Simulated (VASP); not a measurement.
Input of a VASP 6.6.1 run:

The input INCAR:

```
ALGO = Normal ; EDIFF = 1E-6
ENCUT = 520 ; GGA = PE
ISIF = 2 ; ISMEAR = 0
IVDW = 12 ; LASPH = T
LCHARG = F ; LREAL = Auto
LWAVE = F ; NBANDS = 53
NELM = 100 ; PREC = Accurate
SIGMA = 0.02
```

The input KPOINTS:

```
k-points
0
Gamma
  2 2 2
```

Contents of POSCAR:

```
Si16Ge
1.0
    0.0000000000      5.4300000000      5.4300000000
    5.4300000000      0.0000000000      5.4300000000
    5.4300000000      5.4300000000      0.0000000000
Si Ge
16 1
Direct
    0.0125121155     -0.0341681806      0.0092431551
    0.1589261677      0.1135599790      0.1141827884
    0.0177872265     -0.0017340698      0.4859266983
    0.1277658828      0.1072814902      0.6373236098
    0.0127124900      0.5128063952      0.0090507998
    0.1024340409      0.6025993882      0.1926861940
   -0.0239387450      0.4760785099      0.5718191514
    0.1277212023      0.6278621425      0.6371565964
    0.5225717167      0.0226947811     -0.0677102733
    0.6135342452      0.1136511937      0.1140506516
    0.4981483549     -0.0017292284      0.4858210843
    0.6488178782      0.1488639373      0.5535447565
    0.4656247627      0.5127090762      0.0091503683
    0.6133490213      0.6590859550      0.1143277060
    0.4981346623      0.5178127154      0.4860415119
    0.6072704388      0.6278823492      0.6372428096
    0.8136840393      0.3140500658      0.0589356921
```

Potentials or basis: VASP PAW PBE potentials, release 64 (Si, Ge_d).

Launch:

```sh
$ cat potpaw_PBE.64/Si/POTCAR potpaw_PBE.64/Ge_d/POTCAR > POTCAR
$ mpirun -np 1 vasp_std > vasp.out
```

**Question.** Predict the band gap on the k mesh.

**Answer.** 0.13 eV.

**Question.** Predict the largest force.

**Answer.** 0.044 eV/Å.

**Question.** Estimate the dispersion energy per atom.

**Answer.** -0.333 eV.

**Question.** Estimate the pressure.

**Answer.** 2.6 GPa.

Stress tensor (GPa, compression positive):
```
 2.56 -0.63  0.63
-0.63  2.56  0.63
 0.63  0.63  2.56
```

Caveat: the k points lie up to 0.50 Å⁻¹ apart.
